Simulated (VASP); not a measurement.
# Sr (Fm-3m) in VASP: further runs, part 3 of 3

VASP 6.6.1.

## 6. Electric field gradients, PBE

INCAR reads:

```
  PREC = Accurate
  ENCUT = 520
  EDIFF = 1E-8
  ISMEAR = -1
  SIGMA = 0.08
  LREAL = False
  LASPH = True
  NELM = 80
  ALGO = Normal
  ISIF = 2
  LWAVE = False
  LCHARG = False
  GGA = PE
  LEFG = True
  NBANDS = 11
```

KPOINTS reads:

```
regular mesh
0
Gamma
  10 10 10
```

POSCAR reads:

```
Sr
1.0
    0.0000000000      3.0423500000      3.0423500000
    3.0423500000      0.0000000000      3.0423500000
    3.0423500000      3.0423500000      0.0000000000
Sr
1
Direct
    0.0000000000      0.0000000000      0.0000000000
```

Potentials or basis: VASP PAW PBE potentials, release 64 (Sr_sv).

On the command line:

```console
cat potpaw_PBE.64/Sr_sv/POTCAR > POTCAR
mpirun -np 1 vasp_std > vasp.out
```

OUTCAR:

```text
PREC = Accurate
   ENCUT = 520
   EDIFF = 1E-8
   ISMEAR = -1
   LREAL = False
   LASPH = True
   NELM = 80
   ISIF = 2
   GGA = PE

 ion  position               nearest neighbor table
   1  0.000  0.000  0.000-

  LATTYP: Found a face centered cubic cell.
 ALAT       =     6.0847000000

  Lattice vectors:

 A1 = (   0.0000000000,   3.0423500000,   3.0423500000)
 A2 = (   3.0423500000,   0.0000000000,   3.0423500000)
 A3 = (   3.0423500000,   3.0423500000,   0.0000000000)

Analysis of symmetry for initial positions (statically):
=====================================================================
 Subroutine PRICEL returns:
 Original cell was already a primitive cell.

 Routine SETGRP: Setting up the symmetry group for a
 face centered cubic supercell.

 Subroutine GETGRP returns: Found 48 space group operations
 (whereof 48 operations were pure point group operations)
 out of a pool of 48 trial point group operations.

The static configuration has the point symmetry O_h .

Analysis of symmetry for dynamics (positions and initial velocities):
=====================================================================
 Subroutine PRICEL returns:
 Original cell was already a primitive cell.

 Routine SETGRP: Setting up the symmetry group for a
 face centered cubic supercell.

 Subroutine GETGRP returns: Found 48 space group operations
 (whereof 48 operations were pure point group operations)
 out of a pool of 48 trial point group operations.

The dynamic configuration has the point symmetry O_h .

 Subroutine INISYM returns: Found 48 space group operations
[... 148 lines left out ...]

 k-point     1 :       0.0000    0.0000    0.0000
  band No.  band energies     occupation
      1     -35.1639      2.00000
      2     -17.0555      2.00000
      3     -17.0555      2.00000
      4     -17.0555      2.00000
      5      -2.1058      2.00000
      6       3.8200      0.00000
      7       3.8200      0.00000
      8       3.8200      0.00000
      9       5.2488      0.00000
     10       5.2488      0.00000
     11       8.5336      0.00000
[... 309 lines left out ...]
 k-point    24 :       0.4000    0.3000    0.0000
  band No.  band energies     occupation
      1     -35.1507      2.00000
      2     -17.1922      2.00000
      3     -17.1115      2.00000
      4     -17.1059      2.00000
      5       0.1338      2.00000
      6       2.1418      0.00064
      7       2.8283      0.00000
      8       4.9202      0.00000
      9       5.2548      0.00000
     10       6.1711      0.00000
     11       7.7536      0.00000

 [... further k-points ...]
[... 5 lines left out ...]
  --------------------------------------------------------------------------------------
  -------------------------------------------------------------------------------------
  Total       -0.0939442     -0.0939442     -0.0939442      0.0000000      0.0000000      0.0000000
  in kB       -2.6725317     -2.6725317     -2.6725317      0.0000000      0.0000000      0.0000000
  external PRESSURE =      -2.6725317 kB  Pullay stress =       0.0000000 kB

 VOLUME and BASIS-vectors are now :
 -----------------------------------------------------------------------------
  energy-cutoff  :      520.00
  volume of cell :       56.32
      direct lattice vectors                 reciprocal lattice vectors
     0.000000000  3.042350000  3.042350000    -0.164346640  0.164346640  0.164346640
     3.042350000  0.000000000  3.042350000     0.164346640 -0.164346640  0.164346640
     3.042350000  3.042350000  0.000000000     0.164346640  0.164346640 -0.164346640

 POSITION                                       TOTAL-FORCE (eV/Angst)
 -----------------------------------------------------------------------------------
      0.00000      0.00000      0.00000         0.000000     -0.000000     -0.000000
 -----------------------------------------------------------------------------------
    total drift:                                0.000000      0.000000      0.000000

  FREE ENERGIE OF THE ION-ELECTRON SYSTEM (eV)
  ---------------------------------------------------
  free  energy   TOTEN  =        -1.6510491245 eV

  energy  without entropy=       -1.6225713536  energy(sigma->0) =       -1.63681024

 Electric field gradients (V/A^2)
---------------------------------------------------------------------
 ion       V_xx      V_yy      V_zz      V_xy      V_xz      V_yz
---------------------------------------------------------------------
   1       0.000     0.000    -0.000    -0.000    -0.000    -0.000
---------------------------------------------------------------------

 Electric field gradients after diagonalization (V/A^2)
 (convention: |V_zz| > |V_xx| > |V_yy|)
----------------------------------------------------------------------
 ion       V_xx      V_yy      V_zz     asymmetry (V_yy - V_xx)/ V_zz
----------------------------------------------------------------------
   1       0.000     0.000    -0.000       0.000
----------------------------------------------------------------------

           NMR quadrupolar parameters

 Cq : quadrupolar parameter    Cq=e*Q*V_zz/h
 eta: asymmetry parameters     (V_yy - V_xx)/ V_zz
 Q  : nuclear electric quadrupole moment in mb (millibarn)
----------------------------------------------------------------------
 ion       Cq(MHz)       eta       Q (mb)
----------------------------------------------------------------------
   1      -0.000       0.000       1.000
----------------------------------------------------------------------
```

stdout:

```text
POSCAR found type information on POSCAR Sr
 POSCAR found :  1 types and       1 ions
 scaLAPACK will be used
 LDA part: xc-table for (Slater+PW92), standard interpolation
 POSCAR, INCAR and KPOINTS ok, starting setup
 FFT: planning ... GRIDC
 FFT: planning ... GRID_SOFT
 FFT: planning ... GRID
 WAVECAR not read
 entering main loop
ion   1
```

Run time: 32 s. Hardware: 1 thread of Intel Xeon 8259CL, shared host; peak memory 0.18 GiB.

Results:

- Free energy: -1.6510 eV
- Pressure: -0.3 GPa
- Band gap on the k mesh: zero (bands 5 and 6 overlap by 0.05 eV)
- Largest electric field gradient by atom: under 0.05 V/Å² on every atom

Levels at points of the mesh, in eV from the Fermi level:
| k point | band 1 | band 2 | band 3 | band 4 | band 5 | band 6 | band 7 | band 8 | band 9 | band 10 |
| --- | --- | --- | --- | --- | --- | --- | --- | --- | --- | --- |
| (0.00, 0.00, 0.00) | -36.66 | -18.55 | -18.55 | -18.55 | -3.60 | 2.32 | 2.32 | 2.32 | 3.75 | 3.75 |
| (0.50, 0.00, 0.00) | -36.65 | -18.73 | -18.58 | -18.58 | -1.10 | 0.04 | 2.17 | 2.17 | 4.76 | 4.76 |
| (0.50, 0.50, 0.00) | -36.64 | -18.72 | -18.62 | -18.62 | -0.61 | 0.37 | 1.01 | 4.77 | 5.06 | 5.06 |

## 7. Summary

| spin | cell | gap on the mesh (eV) | pressure (GPa) |
| --- | --- | --- | --- |
| non-collinear, zero start, SOC | a = 4.303 Å, angles 60.0°, 1 atom | - | -0.3 |
| off | a = 4.215 Å, angles 60.0°, 1 atom | none | 0.5 |
| off | a = 4.259 Å, angles 60.0°, 1 atom | none | 0.1 |
| off | a = 4.303 Å, angles 60.0°, 1 atom | none | -0.3 |

Alike in all rows: task electric field gradients; level PBE; potentials or basis VASP PAW PBE potentials, release 64 (Sr_sv); k mesh 10 × 10 × 10; cutoff (eV) 520; smearing fermi-dirac 0.08 eV.

Absolute energies hang on the potentials; compare differences alone.
